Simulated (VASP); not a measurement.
# SnGe2Te3 (P-3m1) in VASP: notebook

SnGe2Te3 is run at these levels: PBE; tasks: single point.

Everything below comes from runs of VASP 6.6.1. Logs are shortened: lines on timing, memory, paths and dates and some standing lists are left out, and cuts for length are marked.

## 1. The cell of the first run

The structure is trigonal, space group P-3m1 (No. 164). Conventional cell: a = 4.338 Å, b = 4.338 Å, c = 10.673 Å, α = 90.00°, β = 90.00°, γ = 120.00°. Sn (site symmetry -3m) has 6 Te at 3.18 Å and 6 Sn at 4.34 Å and 6 Ge at 4.42 Å within 4.5 Å. Ge (site symmetry 3m) has 6 Te at 3.02 to 3.03 Å within 4.0 Å. Te (site symmetry 3m) has 3 Ge at 3.02 Å and 3 Sn at 3.18 Å within 4.0 Å. Te (site symmetry -3m) has 6 Ge at 3.03 Å within 4.0 Å.

## 2. Single point, PBE

INCAR

```
SYSTEM = SnGe2Te3
PREC = Accurate
ENCUT = 520
EDIFF = 1E-7
ISMEAR = 0
SIGMA = 0.1
LREAL = .False.
LASPH = .True.
NELM = 100
ALGO = Normal
ISIF = 2
LWAVE = .False.
LCHARG = .False.
GGA = PE
NBANDS = 39
```

KPOINTS

```
Automatic mesh
0
Gamma
  6 6 2
  0 0 0
```

POSCAR

```
SnGe2Te3
1.0
    4.3381784000      0.0000000000      0.0000000000
   -2.1690892000      3.7569727000      0.0000000000
    0.0000000000      0.0000000000     10.6728232000
Sn Ge Te
1 2 3
Direct
    0.0000000000      0.0000000000      0.5000000000
    0.6666667000      0.3333333000      0.8410210000
    0.3333333000      0.6666667000      0.1589790000
    0.3333333000      0.6666667000      0.6828670000
    0.6666667000      0.3333333000      0.3171330000
    0.0000000000      0.0000000000      0.0000000000
```

Potentials or basis: VASP PAW PBE potentials, release 64 (Sn_d, Ge_d, Te).

On the command line:

```
cat potpaw_PBE.64/Sn_d/POTCAR potpaw_PBE.64/Ge_d/POTCAR potpaw_PBE.64/Te/POTCAR > POTCAR
mpirun -np 1 vasp_std > vasp.out
```

OUTCAR:

```text
SYSTEM = SnGe2Te3
   PREC = Accurate
   ENCUT = 520
   EDIFF = 1E-7
   ISMEAR = 0
   LREAL = .False.
   LASPH = .True.
   NELM = 100
   ISIF = 2
   GGA = PE

 ion  position               nearest neighbor table
   1  0.000  0.000  0.500-   4 3.18   5 3.18   4 3.18   5 3.18   5 3.18   4 3.18
   2  0.667  0.333  0.841-   4 3.02   4 3.02   4 3.02   6 3.03   6 3.03   6 3.03
   3  0.333  0.667  0.159-   5 3.02   5 3.02   5 3.02   6 3.03   6 3.03   6 3.03
   4  0.333  0.667  0.683-   2 3.02   2 3.02   2 3.02   1 3.18   1 3.18   1 3.18
   5  0.667  0.333  0.317-   3 3.02   3 3.02   3 3.02   1 3.18   1 3.18   1 3.18
   6  0.000  0.000  0.000-   2 3.03   3 3.03   3 3.03   2 3.03   2 3.03   3 3.03

  LATTYP: Found a hexagonal cell.
 ALAT       =     4.3381784000
 C/A-ratio  =     2.4602084598

  Lattice vectors:

 A1 = (   4.3381784000,   0.0000000000,   0.0000000000)
 A2 = (  -2.1690892000,   3.7569727000,   0.0000000000)
 A3 = (   0.0000000000,   0.0000000000,  10.6728232000)

Analysis of symmetry for initial positions (statically):
=====================================================================
 Subroutine PRICEL returns:
 Original cell was already a primitive cell.

 Routine SETGRP: Setting up the symmetry group for a
 hexagonal supercell.

 Subroutine GETGRP returns: Found 12 space group operations
 (whereof 12 operations were pure point group operations)
 out of a pool of 24 trial point group operations.

The static configuration has the point symmetry D_3d.

Analysis of symmetry for dynamics (positions and initial velocities):
=====================================================================
 Subroutine PRICEL returns:
 Original cell was already a primitive cell.

 Routine SETGRP: Setting up the symmetry group for a
 hexagonal supercell.

 Subroutine GETGRP returns: Found 12 space group operations
 (whereof 12 operations were pure point group operations)
 out of a pool of 24 trial point group operations.

The dynamic configuration has the point symmetry D_3d.

 Subroutine INISYM returns: Found 12 space group operations
 (whereof 12 operations are pure point group operations),
 and found     1 'primitive' translations

----------------------------------------------------------------------------------------

                                     Primitive cell

  volume of cell :     173.9501

  direct lattice vectors                    reciprocal lattice vectors
     4.338178400  0.000000000  0.000000000     0.230511498  0.133085875  0.000000000
    -2.169089200  3.756972700  0.000000000     0.000000000  0.266171750  0.000000000
     0.000000000  0.000000000 10.672823200     0.000000000  0.000000000  0.093695921

  length of vectors
     4.338178400  4.338178400 10.672823200     0.266171750  0.266171750  0.093695921

  position of ions in fractional coordinates (direct lattice)
     0.000000000  0.000000000  0.500000000
     0.666666700  0.333333300  0.841021000
     0.333333300  0.666666700  0.158979000
     0.333333300  0.666666700  0.682867000
     0.666666700  0.333333300  0.317133000
     0.000000000  0.000000000  0.000000000

  ion indices of the primitive-cell ions
   primitive index   ion index
                 1           1
                 2           2
                 3           3
                 4           4
                 5           5
                 6           6

----------------------------------------------------------------------------------------

 KPOINTS: Automatic mesh

Automatic generation of k-mesh.
 Grid dimensions read from file:
 generate k-points for:    6    6    2

 Generating k-lattice:

  Cartesian coordinates                     Fractional coordinates (reciprocal lattice)
     0.038418583  0.022180979  0.000000000     0.166666667 -0.000000000  0.000000000
     0.000000000  0.044361958  0.000000000     0.000000000  0.166666667  0.000000000
     0.000000000  0.000000000  0.046847961     0.000000000  0.000000000  0.500000000

  Length of vectors
     0.044361958  0.044361958  0.046847961

  Shift w.r.t. Gamma in fractional coordinates (k-lattice)
     0.000000000  0.000000000  0.000000000

 Subroutine IBZKPT returns following result:
 ===========================================

 Found     14 irreducible k-points:

 Following reciprocal coordinates:
            Coordinates               Weight
  0.000000  0.000000  0.000000      1.000000
  0.166667  0.000000  0.000000      6.000000
  0.333333  0.000000  0.000000      6.000000
  0.500000  0.000000  0.000000      3.000000
  0.166667  0.166667  0.000000      6.000000
  0.333333  0.166667  0.000000     12.000000
  0.333333  0.333333  0.000000      2.000000
  0.000000  0.000000  0.500000      1.000000
  0.166667  0.000000  0.500000      6.000000
  0.333333  0.000000  0.500000      6.000000
  0.500000  0.000000  0.500000      3.000000
  0.166667  0.166667  0.500000      6.000000
  0.333333  0.166667  0.500000     12.000000
  0.333333  0.333333  0.500000      2.000000
   k-points           NKPTS =     14   k-points in BZ     NKDIM =     14   number of bands    NBANDS=     39
   number of dos      NEDOS =    301   number of ions     NIONS =      6
   total plane-waves  NPLWV =  81920
   dimension x,y,z NGX =    32 NGY =   32 NGZ =   80
   dimension x,y,z NGXF=    64 NGYF=   64 NGZF=  160
   ions per type =               1   2   3
   NGX,Y,Z   is equivalent  to a cutoff of  12.26, 12.26, 12.46 a.u.
   NGXF,Y,Z  is equivalent  to a cutoff of  24.53, 24.53, 24.92 a.u.
 SYSTEM =  SnGe2Te3
   PREC   = accura    normal or accurate (medium, high low for compatibility)
   ISTART =      0    job   : 0-new  1-cont  2-samecut
   ICHARG =      2    charge: 1-file 2-atom 10-const
   ISPIN  =      1    spin polarized calculation?
   LNONCOLLINEAR =      F non collinear calculations
   LSORBIT =      F    spin-orbit coupling
   LASPH  =      T    aspherical Exc in radial PAW
   ENCUT  =  520.0 eV  38.22 Ry    6.18 a.u.   8.07  8.07 19.84*2*pi/ulx,y,z
   NELM   =    100;   NELMIN=  2; NELMDL= -5     # of ELM steps
   EDIFF  = 0.1E-06   stopping-criterion for ELM
   LREAL  =      F    real-space projection
   EDIFFG = 0.1E-05   stopping-criterion for IOM
   NSW    =      0    number of steps for IOM
   IBRION =     -1    ionic relax: 0-MD 1-quasi-New 2-CG
   NFREE  =      0    steps in history (QN), initial steepest desc. (CG)
   ISIF   =      2    stress and relaxation
   ISYM   =      2    0-nonsym 1-usesym 2-fastsym
   POTIM  = 0.5000    time-step for ionic-motion
   TEBEG  =    0.0;   TEEND  =   0.0 temperature during run
   PSTRESS=    0.0 pullay stress
   NELECT =      60.0000    total number of electrons
   NUPDOWN=      -1.0000    fix difference up-down
   EMIN   =  10.00;   EMAX   =-10.00  energy-range for DOS
   EFERMI =   0.00;   METHOD = LEGACY
   ISMEAR =     0;   SIGMA  =   0.10  broadening in eV -4-tet -1-fermi 0-gaus
   EFERMI_NEDOS =   21; number of points for ismear=-14 and -15
   IALGO  =     38    algorithm
   IMIX   =      4    mixing-type and parameters
     AMIX     =   0.40;   BMIX     =  1.00
     AMIX_MAG =   1.60;   BMIX_MAG =  1.00
  volume/ion in A,a.u.               =      28.99       195.65
  Fermi-wavevector in a.u.,A,eV,Ry     =   1.148110  2.169614 17.934622  1.318158
  Thomas-Fermi vector in A             =   2.284787
   LORBIT       =      0    0 simple, 1 ext, 2 COOP (PROOUT), +10 PAW based schemes
   GGA     = PE    functional components
   LHFCALC =     F    Hartree Fock is set to
   AEXX    =    0.0000 exact exchange contribution
   IVDW    =     0    specifies the selected vdW correction
   LEPSILON=     F    determine dielectric tensor
   LRPA    =     F    only Hartree local field effects (RPA)
 non-spin polarized calculation
 Gauss-broadening in eV      SIGMA  =   0.10
  energy-cutoff  :      520.00
  volume of cell :      173.95
 maximum number of plane-waves:      4706
   NGX = 17   NGY = 17   NGZ = 39

 number of electron      60.0000025 magnetization

 Free energy of the ion-electron system (eV)
  ---------------------------------------------------
  ext. energy  EPLUGINS =         0.00000000
  ---------------------------------------------------
  free energy    TOTEN  =       -23.10446840 eV

  energy without entropy =      -23.10392436  energy(sigma->0) =      -23.10419638

 E-fermi :   6.2723     XC(G=0):  -9.6036

 val. band max:        6.1590273600   @ k =   0.0000   0.0000   0.5000
 cond. band min:       6.4224613091   @ k =   0.5000   0.0000   0.5000
 fundamental gap:      0.2634339491
 Fermi energy:         6.2722880839

 k-point     1 :       0.0000    0.0000    0.0000
  band No.  band energies     occupation
      1     -18.9016      2.00000
      2     -18.9016      2.00000
      3     -18.9007      2.00000
      4     -18.9007      2.00000
      5     -18.8965      2.00000
      6     -18.8965      2.00000
[... 31 lines left out ...]
     38       9.5875      0.00000
     39       9.5885      0.00000

 k-point     2 :       0.1667    0.0000    0.0000
  band No.  band energies     occupation
      1     -18.9021      2.00000
      2     -18.9014      2.00000
      3     -18.9011      2.00000
      4     -18.9005      2.00000
      5     -18.8967      2.00000
      6     -18.8962      2.00000
[... 31 lines left out ...]
     38       9.1756      0.00000
     39      10.0025      0.00000

 k-point     3 :       0.3333    0.0000    0.0000
  band No.  band energies     occupation
      1     -18.9033      2.00000
      2     -18.9019      2.00000
      3     -18.9011      2.00000
      4     -18.9000      2.00000
      5     -18.8970      2.00000
      6     -18.8960      2.00000
[... 31 lines left out ...]
     38      10.4144      0.00000
     39      10.6613      0.00000

 k-point     4 :       0.5000    0.0000    0.0000
  band No.  band energies     occupation
      1     -18.9039      2.00000
      2     -18.9023      2.00000
      3     -18.9011      2.00000
      4     -18.8997      2.00000
      5     -18.8971      2.00000
      6     -18.8961      2.00000
[... 31 lines left out ...]
     38      11.2025      0.00000
     39      11.2071      0.00000
[... 334 lines left out ...]
     38      10.3426      0.00000
     39      10.3562      0.00000

 k-point    13 :       0.3333    0.1667    0.5000
  band No.  band energies     occupation
      1     -18.9033      2.00000
      2     -18.9020      2.00000
      3     -18.9013      2.00000
      4     -18.9002      2.00000
      5     -18.8967      2.00000
      6     -18.8960      2.00000
[... 31 lines left out ...]
     38      10.5672      0.00000
     39      10.9543      0.00000

 k-point    14 :       0.3333    0.3333    0.5000
  band No.  band energies     occupation
      1     -18.9029      2.00000
      2     -18.9018      2.00000
      3     -18.9018      2.00000
      4     -18.9006      2.00000
      5     -18.8959      2.00000
      6     -18.8959      2.00000
[... 31 lines left out ...]
     38      10.8022      0.00000
     39      10.8601      0.00000

------------------------ aborting loop because EDIFF is reached ----------------------------------------

  FORCE on cell =-STRESS in cart. coord.  units (eV):
  Direction    XX          YY          ZZ          XY          YZ          ZX
  --------------------------------------------------------------------------------------
  -------------------------------------------------------------------------------------
  Total        0.1536548      0.1536548      0.3694635     -0.0000000      0.0000000      0.0000000
  in kB        1.4152464      1.4152464      3.4029639     -0.0000000      0.0000000      0.0000000
  external PRESSURE =       2.0778189 kB  Pullay stress =       0.0000000 kB

 VOLUME and BASIS-vectors are now :
 -----------------------------------------------------------------------------
  energy-cutoff  :      520.00
  volume of cell :      173.95
      direct lattice vectors                 reciprocal lattice vectors
     4.338178400  0.000000000  0.000000000     0.230511498  0.133085875  0.000000000
    -2.169089200  3.756972700  0.000000000     0.000000000  0.266171750  0.000000000
     0.000000000  0.000000000 10.672823200     0.000000000  0.000000000  0.093695921

 POSITION                                       TOTAL-FORCE (eV/Angst)
 -----------------------------------------------------------------------------------
      0.00000      0.00000      5.33641        -0.000000      0.000000      0.000000
      2.16909      1.25232      8.97607        -0.000000      0.000000      0.000503
     -0.00000      2.50465      1.69675         0.000000     -0.000000     -0.000503
     -0.00000      2.50465      7.28812         0.000000      0.000000      0.016062
      2.16909      1.25232      3.38470         0.000000      0.000000     -0.016062
      0.00000      0.00000      0.00000        -0.000000      0.000000      0.000000
 -----------------------------------------------------------------------------------
    total drift:                                0.000000     -0.000000      0.000000

  FREE ENERGIE OF THE ION-ELECTRON SYSTEM (eV)
  ---------------------------------------------------
  free  energy   TOTEN  =       -23.1044683981 eV

  energy  without entropy=      -23.1039243578  energy(sigma->0) =      -23.10419638
```

It took 2.3 min on 1 thread of Intel Xeon 8259CL, shared host; peak memory 0.32 GiB.

Results:

- Free energy: -23.1045 eV
- Pressure: 0.2 GPa
- Largest force: 0.016 eV/Å
- Band gap on the k mesh: 0.26 eV (least direct gap 0.30 eV)

Forces in eV/Å, atoms in the order of the input:
```
Sn   0.000  0.000  0.000
Ge   0.000  0.000  0.001
Ge   0.000  0.000 -0.001
Te   0.000  0.000  0.016
Te   0.000  0.000 -0.016
Te   0.000  0.000  0.000
```

Caveat: spin-orbit coupling is left out, which moves the levels of the heavy elements.

[end of part 1 of 2]
